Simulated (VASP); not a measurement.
# K (Cmce) in VASP: single point with PBEsol

Aim: the single point of K with PBEsol.

Program: VASP 6.6.1. These are calculated values, not measurements. Logs are shortened: lines on timing, memory, paths and dates and some standing lists are left out, and cuts for length are marked.

## Step 1: The cell of the first run

The typed cell holds 8 atoms: a = 7.798 Å, b = 7.798 Å, c = 9.664 Å, α = 90.00°, β = 90.00°, γ = 75.58°.

## Step 2: Single point, PBEsol

Input file INCAR:

```
SYSTEM = K
PREC     = Accurate       ! precision mode
ENCUT    = 520            ! plane-wave cutoff, eV
EDIFF    = 1E-6           ! SCF threshold, eV
ISMEAR   = 0              ! smearing method
SIGMA    = 0.1            ! smearing width, eV
LREAL    = .FALSE.        ! projectors in reciprocal space
LASPH    = .TRUE.         ! aspherical terms in the spheres
NELM     = 100            ! most SCF steps
ALGO     = Normal         ! electronic algorithm
ISIF     = 2              ! what is computed and relaxed
LWAVE    = .FALSE.        ! write WAVECAR
LCHARG   = .FALSE.        ! write CHGCAR
GGA      = PS             ! functional
NBANDS   = 46             ! bands
```

Input file KPOINTS:

```
regular mesh
0
G
  6 6 4
  0 0 0
```

Input file POSCAR:

```
K
1.0
    6.1626622127     -4.7780991691      0.0000000000
    6.1626622127      4.7780991691      0.0000000000
    0.0000000000      0.0000000000      9.6641543238
K
8
Direct
    0.7501861455      0.7501861455      0.5000000000
    0.2498138545      0.2498138545      0.5000000000
    0.2503014324      0.7496985676      0.2496284014
    0.7503014324      0.2496985676      0.2503715986
    0.7498138545      0.7498138545      0.0000000000
    0.2501861455      0.2501861455      0.0000000000
    0.2496985676      0.7503014324      0.7496284014
    0.7496985676      0.2503014324      0.7503715986
```

Potentials or basis: VASP PAW PBE potentials, release 64 (K_sv).

Run with:

```bash
cat potpaw_PBE.64/K_sv/POTCAR > POTCAR
mpirun -np 1 vasp_std > vasp.out
```

OUTCAR:

```text
SYSTEM = K
   PREC = Accurate
   ENCUT = 520
   EDIFF = 1E-6
   ISMEAR = 0
   LREAL = .FALSE.
   LASPH = .TRUE.
   NELM = 100
   ISIF = 2
   GGA = PS

 ion  position               nearest neighbor table
   1  0.750  0.750  0.500-
   2  0.250  0.250  0.500-
   3  0.250  0.750  0.250-
   4  0.750  0.250  0.250-
   5  0.750  0.750  0.000-
   6  0.250  0.250  0.000-
   7  0.250  0.750  0.750-
   8  0.750  0.250  0.750-

  LATTYP: Found a base centered orthorhombic cell.
 ALAT       =     9.5561983382
 B/A-ratio  =     1.2897727725
 C/A-ratio  =     1.0112969595

  Lattice vectors:

 A1 = (  -6.1626622127,  -4.7780991691,   0.0000000000)
 A2 = (   6.1626622127,  -4.7780991691,   0.0000000000)
 A3 = (   0.0000000000,   0.0000000000,   9.6641543238)

Analysis of symmetry for initial positions (statically):
=====================================================================
 Subroutine PRICEL returns:
 Original cell was already a primitive cell.

 Routine SETGRP: Setting up the symmetry group for a
 base centered orthorhombic supercell.

 Subroutine GETGRP returns: Found  8 space group operations
 (whereof  4 operations were pure point group operations)
 out of a pool of  8 trial point group operations.

The static configuration has the point symmetry C_2h.
 The point group associated with its full space group is D_2h.

Analysis of symmetry for dynamics (positions and initial velocities):
=====================================================================
 Subroutine PRICEL returns:
 Original cell was already a primitive cell.

 Routine SETGRP: Setting up the symmetry group for a
 base centered orthorhombic supercell.

 Subroutine GETGRP returns: Found  8 space group operations
 (whereof  4 operations were pure point group operations)
 out of a pool of  8 trial point group operations.

The dynamic configuration has the point symmetry C_2h.
 The point group associated with its full space group is D_2h.

 Subroutine INISYM returns: Found  8 space group operations
 (whereof  4 operations are pure point group operations),
 and found     1 'primitive' translations

----------------------------------------------------------------------------------------

                                     Primitive cell

  volume of cell :     569.1377

  direct lattice vectors                    reciprocal lattice vectors
     6.162662213 -4.778099169  0.000000000     0.081133767 -0.104644124  0.000000000
     6.162662213  4.778099169  0.000000000     0.081133767  0.104644124  0.000000000
     0.000000000  0.000000000  9.664154324     0.000000000  0.000000000  0.103475169

  length of vectors
     7.797989306  7.797989306  9.664154324     0.132412540  0.132412540  0.103475169

  position of ions in fractional coordinates (direct lattice)
     0.750186146  0.750186146  0.500000000
     0.249813854  0.249813854  0.500000000
     0.250301432  0.749698568  0.249628401
     0.750301432  0.249698568  0.250371599
     0.749813854  0.749813854  0.000000000
     0.250186146  0.250186146  0.000000000
     0.249698568  0.750301432  0.749628401
     0.749698568  0.250301432  0.750371599

  ion indices of the primitive-cell ions
   primitive index   ion index
                 1           1
                 2           2
                 3           3
                 4           4
                 5           5
                 6           6
                 7           7
                 8           8

----------------------------------------------------------------------------------------

 KPOINTS: regular mesh

Automatic generation of k-mesh.
 Grid dimensions read from file:
 generate k-points for:    6    6    4

 Generating k-lattice:

  Cartesian coordinates                     Fractional coordinates (reciprocal lattice)
     0.013522294 -0.017440687  0.000000000     0.166666667  0.000000000  0.000000000
     0.013522294  0.017440687  0.000000000     0.000000000  0.166666667  0.000000000
     0.000000000  0.000000000  0.025868792     0.000000000  0.000000000  0.250000000

  Length of vectors
     0.022068757  0.022068757  0.025868792

  Shift w.r.t. Gamma in fractional coordinates (k-lattice)
     0.000000000  0.000000000  0.000000000

 Subroutine IBZKPT returns following result:
 ===========================================

 Found     39 irreducible k-points:

 Following reciprocal coordinates:
            Coordinates               Weight
  0.000000  0.000000  0.000000      1.000000
  0.166667 -0.000000  0.000000      4.000000
  0.333333 -0.000000  0.000000      4.000000
  0.500000  0.000000  0.000000      2.000000
  0.166667  0.166667  0.000000      2.000000
  0.333333  0.166667  0.000000      4.000000
[... 16 lines left out ...]
  0.333333  0.333333  0.250000      4.000000
  0.500000  0.333333  0.250000      8.000000
 [... further k-points ...]
   k-points           NKPTS =     39   k-points in BZ     NKDIM =     39   number of bands    NBANDS=     46
   number of dos      NEDOS =    301   number of ions     NIONS =      8
   total plane-waves  NPLWV = 259200
   dimension x,y,z NGX =    60 NGY =   60 NGZ =   72
   dimension x,y,z NGXF=   120 NGYF=  120 NGZF=  144
   ions per type =               8
   NGX,Y,Z   is equivalent  to a cutoff of  12.79, 12.79, 12.39 a.u.
   NGXF,Y,Z  is equivalent  to a cutoff of  25.58, 25.58, 24.77 a.u.
 SYSTEM =  K
   PREC   = accura    normal or accurate (medium, high low for compatibility)
   ISTART =      0    job   : 0-new  1-cont  2-samecut
   ICHARG =      2    charge: 1-file 2-atom 10-const
   ISPIN  =      1    spin polarized calculation?
   LNONCOLLINEAR =      F non collinear calculations
   LSORBIT =      F    spin-orbit coupling
   LASPH  =      T    aspherical Exc in radial PAW
   ENCUT  =  520.0 eV  38.22 Ry    6.18 a.u.  14.50 14.50 17.97*2*pi/ulx,y,z
   NELM   =    100;   NELMIN=  2; NELMDL= -5     # of ELM steps
   EDIFF  = 0.1E-05   stopping-criterion for ELM
   LREAL  =      F    real-space projection
   EDIFFG = 0.1E-04   stopping-criterion for IOM
   NSW    =      0    number of steps for IOM
   IBRION =     -1    ionic relax: 0-MD 1-quasi-New 2-CG
   NFREE  =      0    steps in history (QN), initial steepest desc. (CG)
   ISIF   =      2    stress and relaxation
   ISYM   =      2    0-nonsym 1-usesym 2-fastsym
   POTIM  = 0.5000    time-step for ionic-motion
   TEBEG  =    0.0;   TEEND  =   0.0 temperature during run
   PSTRESS=    0.0 pullay stress
   NELECT =      72.0000    total number of electrons
   NUPDOWN=      -1.0000    fix difference up-down
   EMIN   =  10.00;   EMAX   =-10.00  energy-range for DOS
   EFERMI =   0.00;   METHOD = LEGACY
   ISMEAR =     0;   SIGMA  =   0.10  broadening in eV -4-tet -1-fermi 0-gaus
   EFERMI_NEDOS =   21; number of points for ismear=-14 and -15
   IALGO  =     38    algorithm
   IMIX   =      4    mixing-type and parameters
     AMIX     =   0.40;   BMIX     =  1.00
     AMIX_MAG =   1.60;   BMIX_MAG =  1.00
  volume/ion in A,a.u.               =      71.14       480.09
  Fermi-wavevector in a.u.,A,eV,Ry     =   0.821826  1.553026  9.189347  0.675398
  Thomas-Fermi vector in A             =   1.933053
   LORBIT       =      0    0 simple, 1 ext, 2 COOP (PROOUT), +10 PAW based schemes
   GGA     = PS    functional components
   LHFCALC =     F    Hartree Fock is set to
   AEXX    =    0.0000 exact exchange contribution
   IVDW    =     0    specifies the selected vdW correction
   LEPSILON=     F    determine dielectric tensor
   LRPA    =     F    only Hartree local field effects (RPA)
 non-spin polarized calculation
 Gauss-broadening in eV      SIGMA  =   0.10
  energy-cutoff  :      520.00
  volume of cell :      569.14
 maximum number of plane-waves:     15368
 NGX is ok and might be reduce to    60
   NGX = 29   NGY = 29   NGZ = 35

 number of electron      72.0000002 magnetization

 Free energy of the ion-electron system (eV)
  ---------------------------------------------------
  ext. energy  EPLUGINS =         0.00000000
  ---------------------------------------------------
  free energy    TOTEN  =        -9.08074858 eV

  energy without entropy =       -9.04850094  energy(sigma->0) =       -9.06462476

 E-fermi :  -0.0943     XC(G=0):  -5.7796

 val. band max:       -0.1214789526   @ k =   0.3333  -0.0000   0.2500
 cond. band min:      -0.0777195726   @ k =  -0.1667   0.1667   0.5000
 fundamental gap:      0.0437593800
 Fermi energy:        -0.0942769241

 k-point     1 :       0.0000    0.0000    0.0000
  band No.  band energies     occupation
      1     -32.0650      2.00000
      2     -32.0605      2.00000
      3     -32.0605      2.00000
      4     -32.0603      2.00000
      5     -32.0603      2.00000
      6     -32.0595      2.00000
[... 38 lines left out ...]
     45       1.5459      0.00000
     46       1.5459      0.00000

 k-point     2 :       0.1667   -0.0000    0.0000
  band No.  band energies     occupation
      1     -32.0647      2.00000
      2     -32.0607      2.00000
      3     -32.0604      2.00000
      4     -32.0604      2.00000
      5     -32.0602      2.00000
      6     -32.0596      2.00000
[... 38 lines left out ...]
     45       1.7933      0.00000
     46       1.7934      0.00000

 k-point     3 :       0.3333   -0.0000    0.0000
  band No.  band energies     occupation
      1     -32.0638      2.00000
      2     -32.0615      2.00000
      3     -32.0603      2.00000
      4     -32.0603      2.00000
      5     -32.0597      2.00000
      6     -32.0597      2.00000
[... 38 lines left out ...]
     45       1.8044      0.00000
     46       1.8044      0.00000

 k-point     4 :       0.5000    0.0000    0.0000
  band No.  band energies     occupation
      1     -32.0627      2.00000
      2     -32.0627      2.00000
      3     -32.0600      2.00000
      4     -32.0600      2.00000
      5     -32.0600      2.00000
      6     -32.0600      2.00000
[... 920 lines left out ...]
     45       1.7310      0.00000
     46       1.8990      0.00000

 k-point    23 :       0.3333    0.3333    0.2500
  band No.  band energies     occupation
      1     -32.0629      2.00000
      2     -32.0613      2.00000
      3     -32.0602      2.00000
      4     -32.0602      2.00000
      5     -32.0599      2.00000
      6     -32.0596      2.00000
[... 38 lines left out ...]
     45       1.7921      0.00000
     46       1.7921      0.00000

 k-point    24 :       0.5000    0.3333    0.2500
  band No.  band energies     occupation
      1     -32.0620      2.00000
      2     -32.0611      2.00000
      3     -32.0609      2.00000
      4     -32.0603      2.00000
      5     -32.0602      2.00000
      6     -32.0600      2.00000
[... 38 lines left out ...]
     45       1.9659      0.00000
     46       2.2062      0.00000

 [... further k-points ...]
[... 5 lines left out ...]
  --------------------------------------------------------------------------------------
  -------------------------------------------------------------------------------------
  Total        0.0013652     -0.0625038     -0.0746804      0.0000000     -0.0000000      0.0000000
  in kB        0.0038431     -0.1759541     -0.2102325      0.0000000     -0.0000000      0.0000000
  external PRESSURE =      -0.1274479 kB  Pullay stress =       0.0000000 kB

 VOLUME and BASIS-vectors are now :
 -----------------------------------------------------------------------------
  energy-cutoff  :      520.00
  volume of cell :      569.14
      direct lattice vectors                 reciprocal lattice vectors
     6.162662213 -4.778099169  0.000000000     0.081133767 -0.104644124  0.000000000
     6.162662213  4.778099169  0.000000000     0.081133767  0.104644124  0.000000000
     0.000000000  0.000000000  9.664154324     0.000000000  0.000000000  0.103475169

 POSITION                                       TOTAL-FORCE (eV/Angst)
 -----------------------------------------------------------------------------------
      9.24629      0.00000      4.83208        -0.000959     -0.000000      0.000000
      3.07904      0.00000      4.83208         0.000959     -0.000000     -0.000000
      6.16266      2.38617      2.41245         0.000000      0.000639      0.000863
      6.16266     -2.39193      2.41963         0.000000      0.000639     -0.000863
      9.24170      0.00000      0.00000         0.000959     -0.000000      0.000000
      3.08363      0.00000      0.00000        -0.000959     -0.000000     -0.000000
      6.16266      2.39193      7.24452         0.000000     -0.000639      0.000863
      6.16266     -2.38617      7.25171         0.000000     -0.000639     -0.000863
 -----------------------------------------------------------------------------------
    total drift:                                0.000000     -0.000000     -0.000000

  FREE ENERGIE OF THE ION-ELECTRON SYSTEM (eV)
  ---------------------------------------------------
  free  energy   TOTEN  =        -9.0807485847 eV

  energy  without entropy=       -9.0485009374  energy(sigma->0) =       -9.06462476
```

Wall time 33 min (1 thread of AMD EPYC 7R43 (Zen 3), shared host); peak memory 0.93 GiB.

What came out:

```
Free energy            : -9.0807 eV
Pressure               : 0.0 GPa
Band gap on the k mesh : zero (band 36 reaches 0.72 eV, above the bottom of band 37 at -0.61 eV)
```

Caveat: the PAW data sets were made with another functional, which shifts forces and pressure a little.
